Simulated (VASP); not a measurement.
# SnO (F-43m) in VASP: a series of runs

Aim: see how the results for SnO move with the level of theory and the settings. Levels: PBEsol, HF, PBE-based screened hybrid with 20 % exact exchange. Tasks: single point.

Everything below comes from runs of VASP 6.6.1. Logs are shortened: lines on timing, memory, paths and dates and some standing lists are left out, and cuts for length are marked.

## 1. The cell of the first run

The structure is cubic, space group F-43m (No. 216). The conventional cell has a = 5.416 Å, b = 5.416 Å, c = 5.416 Å, α = 90.00°, β = 90.00°, γ = 90.00°. Within 3.1 Å of Sn (site symmetry -43m) lie 4 O at 2.35 Å. O (site symmetry -43m) has 4 Sn at 2.35 Å within 3.1 Å.

## 2. Single point, PBEsol

INCAR

```
PREC = Accurate
ENCUT = 600
EDIFF = 1E-6
ISMEAR = -1
SIGMA = 0.02
LREAL = False
LASPH = True
NELM = 120
ALGO = Normal
ISIF = 2
LWAVE = False
LCHARG = False
GGA = PS
NBANDS = 17
GGA_COMPAT = False
```

KPOINTS

```
regular mesh
0
Gamma
  6 6 6
```

POSCAR

```
SnO
1.0
    0.0000000000      2.7082147176      2.7082147176
    2.7082147176      0.0000000000      2.7082147176
    2.7082147176      2.7082147176      0.0000000000
Sn O
1 1
Direct
    0.0000000000      0.0000000000      0.0000000000
    0.2500000000      0.2500000000      0.2500000000
```

Potentials or basis: VASP PAW PBE potentials, release 64 (Sn_d, O).

Run with:

```console
> cat potpaw_PBE.64/Sn_d/POTCAR potpaw_PBE.64/O/POTCAR > POTCAR
> mpirun -np 1 vasp_std > vasp.out
```

OUTCAR:

```text
PREC = Accurate
   ENCUT = 600
   EDIFF = 1E-6
   ISMEAR = -1
   LREAL = False
   LASPH = True
   NELM = 120
   ISIF = 2
   GGA = PS

 ion  position               nearest neighbor table
   1  0.000  0.000  0.000-   2 2.35   2 2.35   2 2.35   2 2.35
   2  0.250  0.250  0.250-   1 2.35   1 2.35   1 2.35   1 2.35

  LATTYP: Found a face centered cubic cell.
 ALAT       =     5.4164294352

  Lattice vectors:

 A1 = (   0.0000000000,   2.7082147176,   2.7082147176)
 A2 = (   2.7082147176,   0.0000000000,   2.7082147176)
 A3 = (   2.7082147176,   2.7082147176,   0.0000000000)

Analysis of symmetry for initial positions (statically):
=====================================================================
 Subroutine PRICEL returns:
 Original cell was already a primitive cell.

 Routine SETGRP: Setting up the symmetry group for a
 face centered cubic supercell.

 Subroutine GETGRP returns: Found 24 space group operations
 (whereof 24 operations were pure point group operations)
 out of a pool of 48 trial point group operations.

The static configuration has the point symmetry T_d .

Analysis of symmetry for dynamics (positions and initial velocities):
=====================================================================
 Subroutine PRICEL returns:
 Original cell was already a primitive cell.

 Routine SETGRP: Setting up the symmetry group for a
 face centered cubic supercell.

 Subroutine GETGRP returns: Found 24 space group operations
 (whereof 24 operations were pure point group operations)
 out of a pool of 48 trial point group operations.

The dynamic configuration has the point symmetry T_d .

 Subroutine INISYM returns: Found 24 space group operations
 (whereof 24 operations are pure point group operations),
 and found     1 'primitive' translations

----------------------------------------------------------------------------------------

                                     Primitive cell

  volume of cell :      39.7264

  direct lattice vectors                    reciprocal lattice vectors
     0.000000000  2.708214718  2.708214718    -0.184623470  0.184623470  0.184623470
     2.708214718  0.000000000  2.708214718     0.184623470 -0.184623470  0.184623470
     2.708214718  2.708214718  0.000000000     0.184623470  0.184623470 -0.184623470

  length of vectors
     3.829993983  3.829993983  3.829993983     0.319777231  0.319777231  0.319777231

  position of ions in fractional coordinates (direct lattice)
     0.000000000  0.000000000  0.000000000
     0.250000000  0.250000000  0.250000000

  ion indices of the primitive-cell ions
   primitive index   ion index
                 1           1
                 2           2

----------------------------------------------------------------------------------------

 KPOINTS: regular mesh

Automatic generation of k-mesh.
 Grid dimensions read from file:
 generate k-points for:    6    6    6

 Generating k-lattice:

  Cartesian coordinates                     Fractional coordinates (reciprocal lattice)
    -0.030770578  0.030770578  0.030770578     0.166666667  0.000000000  0.000000000
     0.030770578 -0.030770578  0.030770578     0.000000000  0.166666667  0.000000000
     0.030770578  0.030770578 -0.030770578     0.000000000  0.000000000  0.166666667

  Length of vectors
     0.053296205  0.053296205  0.053296205

  Shift w.r.t. Gamma in fractional coordinates (k-lattice)
     0.000000000  0.000000000  0.000000000

 Subroutine IBZKPT returns following result:
 ===========================================

 Found     16 irreducible k-points:

 Following reciprocal coordinates:
            Coordinates               Weight
  0.000000  0.000000  0.000000      1.000000
  0.166667  0.000000  0.000000      8.000000
  0.333333  0.000000  0.000000      8.000000
  0.500000  0.000000  0.000000      4.000000
  0.166667  0.166667  0.000000      6.000000
  0.333333  0.166667  0.000000     24.000000
[... 8 lines left out ...]
 -0.333333  0.333333  0.166667     24.000000
 -0.333333  0.500000  0.166667     12.000000
   k-points           NKPTS =     16   k-points in BZ     NKDIM =     16   number of bands    NBANDS=     17
   number of dos      NEDOS =    301   number of ions     NIONS =      2
   total plane-waves  NPLWV =  32768
   dimension x,y,z NGX =    32 NGY =   32 NGZ =   32
   dimension x,y,z NGXF=    64 NGYF=   64 NGZF=   64
   ions per type =               1   1
   NGX,Y,Z   is equivalent  to a cutoff of  13.89, 13.89, 13.89 a.u.
   NGXF,Y,Z  is equivalent  to a cutoff of  27.78, 27.78, 27.78 a.u.
 SYSTEM =  unknown system
   PREC   = accura    normal or accurate (medium, high low for compatibility)
   ISTART =      0    job   : 0-new  1-cont  2-samecut
   ICHARG =      2    charge: 1-file 2-atom 10-const
   ISPIN  =      1    spin polarized calculation?
   LNONCOLLINEAR =      F non collinear calculations
   LSORBIT =      F    spin-orbit coupling
   LASPH  =      T    aspherical Exc in radial PAW
   ENCUT  =  600.0 eV  44.10 Ry    6.64 a.u.   7.65  7.65  7.65*2*pi/ulx,y,z
   NELM   =    120;   NELMIN=  2; NELMDL= -5     # of ELM steps
   EDIFF  = 0.1E-05   stopping-criterion for ELM
   LREAL  =      F    real-space projection
[... 7 lines left out ...]
   TEBEG  =    0.0;   TEEND  =   0.0 temperature during run
   PSTRESS=    0.0 pullay stress
   NELECT =      20.0000    total number of electrons
   NUPDOWN=      -1.0000    fix difference up-down
   EMIN   =  10.00;   EMAX   =-10.00  energy-range for DOS
   EFERMI =   0.00;   METHOD = LEGACY
   ISMEAR =    -1;   SIGMA  =   0.02  broadening in eV -4-tet -1-fermi 0-gaus
   EFERMI_NEDOS =   21; number of points for ismear=-14 and -15
   IALGO  =     38    algorithm
   IMIX   =      4    mixing-type and parameters
     AMIX     =   0.40;   BMIX     =  1.00
     AMIX_MAG =   1.60;   BMIX_MAG =  1.00
  volume/ion in A,a.u.               =      19.86       134.04
  Fermi-wavevector in a.u.,A,eV,Ry     =   1.302342  2.461070 23.076772  1.696095
  Thomas-Fermi vector in A             =   2.433416
   LORBIT       =      0    0 simple, 1 ext, 2 COOP (PROOUT), +10 PAW based schemes
   GGA     = PS    functional components
   LHFCALC =     F    Hartree Fock is set to
   AEXX    =    0.0000 exact exchange contribution
   IVDW    =     0    specifies the selected vdW correction
   LEPSILON=     F    determine dielectric tensor
   LRPA    =     F    only Hartree local field effects (RPA)
 non-spin polarized calculation
  energy-cutoff  :      600.00
  volume of cell :       39.73
 maximum number of plane-waves:      1363
 NGX is ok and might be reduce to    32
   NGX = 15   NGY = 15   NGZ = 15

 number of electron      20.0000001 magnetization

 Free energy of the ion-electron system (eV)
  ---------------------------------------------------
  ext. energy  EPLUGINS =         0.00000000
  ---------------------------------------------------
  free energy    TOTEN  =       -11.11401396 eV

  energy without entropy =      -11.11276360  energy(sigma->0) =      -11.11338878

 E-fermi :   5.9830     XC(G=0):  -9.8875

 val. band max:        5.9609811633   @ k =  -0.3333   0.5000   0.1667
 cond. band min:       6.4498490889   @ k =   0.5000   0.3333   0.0000
 fundamental gap:      0.4888679255
 Fermi energy:         5.9829574683

 k-point     1 :       0.0000    0.0000    0.0000
  band No.  band energies     occupation
      1     -15.6738      2.00000
      2     -15.6738      2.00000
      3     -15.6738      2.00000
      4     -15.6242      2.00000
      5     -15.6242      2.00000
      6     -12.9234      2.00000
[... 9 lines left out ...]
     16      17.3395      0.00000
     17      17.3395      0.00000

 k-point     2 :       0.1667    0.0000    0.0000
  band No.  band energies     occupation
      1     -15.7082      2.00000
      2     -15.6662      2.00000
      3     -15.6662      2.00000
      4     -15.6233      2.00000
      5     -15.6233      2.00000
      6     -12.7720      2.00000
[... 9 lines left out ...]
     16      16.5690      0.00000
     17      17.2981      0.00000

 k-point     3 :       0.3333    0.0000    0.0000
  band No.  band energies     occupation
      1     -15.7731      2.00000
      2     -15.6594      2.00000
      3     -15.6594      2.00000
      4     -15.6130      2.00000
      5     -15.6130      2.00000
      6     -12.4524      2.00000
[... 9 lines left out ...]
     16      16.5259      0.00000
     17      18.8186      0.00000

 k-point     4 :       0.5000    0.0000    0.0000
  band No.  band energies     occupation
      1     -15.8040      2.00000
      2     -15.6597      2.00000
      3     -15.6597      2.00000
      4     -15.6041      2.00000
      5     -15.6041      2.00000
      6     -12.2819      2.00000
[... 9 lines left out ...]
     16      16.9072      0.00000
     17      18.3966      0.00000

 k-point     5 :       0.1667    0.1667    0.0000
  band No.  band energies     occupation
      1     -15.7280      2.00000
      2     -15.6571      2.00000
      3     -15.6571      2.00000
      4     -15.6309      2.00000
      5     -15.6185      2.00000
      6     -12.7238      2.00000
[... 9 lines left out ...]
     16      18.6474      0.00000
     17      18.6474      0.00000

 k-point     6 :       0.3333    0.1667    0.0000
  band No.  band energies     occupation
      1     -15.7795      2.00000
      2     -15.6507      2.00000
      3     -15.6460      2.00000
      4     -15.6298      2.00000
      5     -15.6098      2.00000
      6     -12.4626      2.00000
[... 9 lines left out ...]
     16      18.2735      0.00000
     17      19.2324      0.00000
[... 121 lines left out ...]
 k-point    13 :       0.5000    0.5000    0.0000
  band No.  band energies     occupation
      1     -15.8684      2.00000
      2     -15.6543      2.00000
      3     -15.6060      2.00000
      4     -15.6060      2.00000
      5     -15.6013      2.00000
      6     -12.1019      2.00000
[... 9 lines left out ...]
     16      21.7525      0.00000
     17      22.0944      0.00000

 k-point    14 :       0.5000    0.3333    0.1667
  band No.  band energies     occupation
      1     -15.8152      2.00000
      2     -15.6493      2.00000
      3     -15.6363      2.00000
      4     -15.6227      2.00000
      5     -15.6086      2.00000
      6     -12.2478      2.00000
[... 9 lines left out ...]
     16      17.9944      0.00000
     17      20.6398      0.00000

 k-point    15 :      -0.3333    0.3333    0.1667
  band No.  band energies     occupation
      1     -15.8278      2.00000
      2     -15.6519      2.00000
      3     -15.6333      2.00000
      4     -15.6191      2.00000
      5     -15.6084      2.00000
      6     -12.1349      2.00000
[... 9 lines left out ...]
     16      18.6517      0.00000
     17      20.4026      0.00000

 k-point    16 :      -0.3333    0.5000    0.1667
  band No.  band energies     occupation
      1     -15.8468      2.00000
      2     -15.6458      2.00000
      3     -15.6332      2.00000
      4     -15.6104      2.00000
      5     -15.6048      2.00000
      6     -12.0890      2.00000
[... 9 lines left out ...]
     16      18.5272      0.00000
     17      20.5596      0.00000

------------------------ aborting loop because EDIFF is reached ----------------------------------------

  FORCE on cell =-STRESS in cart. coord.  units (eV):
  Direction    XX          YY          ZZ          XY          YZ          ZX
  --------------------------------------------------------------------------------------
  -------------------------------------------------------------------------------------
  Total       -0.2798550     -0.2798550     -0.2798550     -0.0000000      0.0000000     -0.0000000
  in kB      -11.2866338    -11.2866338    -11.2866338     -0.0000000      0.0000000     -0.0000000
  external PRESSURE =     -11.2866338 kB  Pullay stress =       0.0000000 kB

 VOLUME and BASIS-vectors are now :
 -----------------------------------------------------------------------------
  energy-cutoff  :      600.00
  volume of cell :       39.73
      direct lattice vectors                 reciprocal lattice vectors
     0.000000000  2.708214718  2.708214718    -0.184623470  0.184623470  0.184623470
     2.708214718  0.000000000  2.708214718     0.184623470 -0.184623470  0.184623470
     2.708214718  2.708214718  0.000000000     0.184623470  0.184623470 -0.184623470

 POSITION                                       TOTAL-FORCE (eV/Angst)
 -----------------------------------------------------------------------------------
      0.00000      0.00000      0.00000         0.000000      0.000000      0.000000
      1.35411      1.35411      1.35411        -0.000000     -0.000000     -0.000000
 -----------------------------------------------------------------------------------
    total drift:                               -0.000000     -0.000000     -0.000000

  FREE ENERGIE OF THE ION-ELECTRON SYSTEM (eV)
  ---------------------------------------------------
  free  energy   TOTEN  =       -11.1140139647 eV

  energy  without entropy=      -11.1127635960  energy(sigma->0) =      -11.11338878
```

Run time: 25 s. Hardware: 1 thread of Intel Xeon 8259CL, shared host; peak memory 0.17 GiB.

What came out:

| Quantity | Value |
| --- | --- |
| Free energy | -11.1140 eV |
| Pressure | -1.1 GPa |
| Band gap on the k mesh | zero (bands 10 and 11 overlap by 0.15 eV) |

Caveat: the structure was generated, so it needn't be the stable form of SnO; semilocal functionals underestimate gaps, and a narrow one can read as zero; the PAW data sets were made with another functional, which shifts forces and pressure a little; spin-orbit coupling is left out, which moves the levels of the heavy elements.

[end of part 1 of 3]

The gap in the log of VASP goes by the Fermi energy; the results here count the filled bands.